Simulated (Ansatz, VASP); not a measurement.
**AlGa3N4: VASP beside Ansatz**

```xyz
8
Lattice="4.4676 0.0000 0.0000 0.0000 4.4676 0.0000 0.0000 0.0000 4.4676" Properties=species:S:1:pos:R:3 pbc="T T T"
Al    0.0000    0.0000    0.0000
Ga    2.2338    2.2338    0.0000
Ga    2.2338    0.0000    2.2338
Ga    0.0000    2.2338    2.2338
N     3.3732    3.3732    1.0943
N     3.3732    1.0943    3.3732
N     1.0943    3.3732    3.3732
N     1.0943    1.0943    1.0943
```

Alike in both runs: functional PBEsol; k mesh 6 × 6 × 6; occupations gaussian, width 0.02 eV; no spin polarisation.

Ansatz relaxed the structure, and its values are those at the end. VASP's run is a single point on that final structure, the one shown.

```csv
,VASP,Ansatz
version,VASP 6.6.1,Ansatz 0.2.0
potentials or method,"VASP PAW PBE potentials, release 64 (Al, Ga_d, N), cutoff 520 eV","scalar-relativistic, plane waves, PAW"
valence electrons in the cell,62,62
```

|  | VASP | Ansatz | Ansatz less VASP |
| --- | --- | --- | --- |
| gap on the k mesh at the Fermi level (eV) | 2.31 | 2.29 | -0.016 |
| least direct gap on the mesh (eV) | 2.31 | 2.29 | -0.016 |
| pressure (GPa) | -0.2 | 0.0 | +0.17 |
| rms of the force components (eV/Å) | 0.005 | 0.000 | -0.0047 |

VASP's potentials were made for PBE, not for PBEsol, and Ansatz warns of the same on its side. The functional is the same, so the differences come from potentials, cutoffs and numerics.
